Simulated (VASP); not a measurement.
Ge3Te2S:

```
CELL_PARAMETERS angstrom
3.62785 -3.94210 0.00000
3.62785 3.94210 0.00000
0.00000 0.00000 6.26031
ATOMIC_POSITIONS crystal
Ge 0.50000 0.50000 0.00000
Ge 0.27574 0.72426 0.50000
Ge 0.72426 0.27574 0.50000
Te 0.00000 0.00000 0.50000
Te 0.00000 0.00000 0.00000
S 0.50000 0.50000 0.50000
```

The cell was built from a structure type or drawn by symmetry, and may not be a known phase.

- Program: VASP 6.6.1
- Task: relaxation of cell and atoms
- Functional: PBE
- Potentials or basis: VASP PAW PBE potentials, release 64 (Ge_d, Te, S)
- Cutoff: 600 eV
- k mesh: 4 × 4 × 4
- Occupations: gaussian, width 0.1 eV
- Spin: no spin polarisation

At the start: pressure 23.9 GPa; volume 29.84 Å³/atom.

Problem. Where does the relaxation end?

Solution. Over 20 steps the energy falls by 1717.7 meV/atom and the volume is 30.65 Å³/atom (+2.7 %); space group Cmmm (No. 65, to 0.1 Å) before and after.

Step by step:
```tsv
step	energy change (eV)	largest force (eV/Å)	pressure (GPa)	volume (Å³)
1	0.0000	6.2641	23.94	179.06
2	-6.2040	0.2191	-7.18	286.02
3	-8.2520	1.6445	-3.05	229.06
4	-8.2550	1.6946	-2.90	228.09
5	-8.9585	0.9791	-2.21	210.19
6	-9.1946	0.4918	-0.41	195.43
7	-9.7276	0.1164	0.89	182.71
8	-9.8723	0.9391	6.15	163.66
9	-9.9755	0.5199	2.50	174.25
10	-10.0034	0.7589	3.93	168.95
11	-10.0567	0.4054	2.90	178.09
12	-10.1728	0.5707	2.73	174.16
13	-10.2714	0.3336	-0.41	186.22
14	-10.2730	0.3647	-0.10	184.52
15	-10.2869	0.2723	-0.12	184.71
16	-10.2988	0.1193	-0.21	185.09
17	-10.3047	0.0711	0.02	183.71
18	-10.3056	0.0460	0.14	183.01
19	-10.3056	0.0424	0.22	182.93
20	-10.3062	0.0010	-0.05	183.88
```

Final structure:
```xyz
6
Lattice="2.7652 -5.6071 0.0000 2.7652 5.6071 0.0000 0.0000 0.0000 5.9297" Properties=species:S:1:pos:R:3 pbc="T T T"
Ge    2.7652    0.0000    0.0000
Ge    2.7652    2.6261    2.9649
Ge    2.7652   -2.6261    2.9649
Te    0.0000    0.0000    2.9649
Te    0.0000    0.0000    0.0000
S     2.7652    0.0000    2.9649
```

Caveat: a cell axis changed by over 15 % at a fixed basis, so the end point is rough.
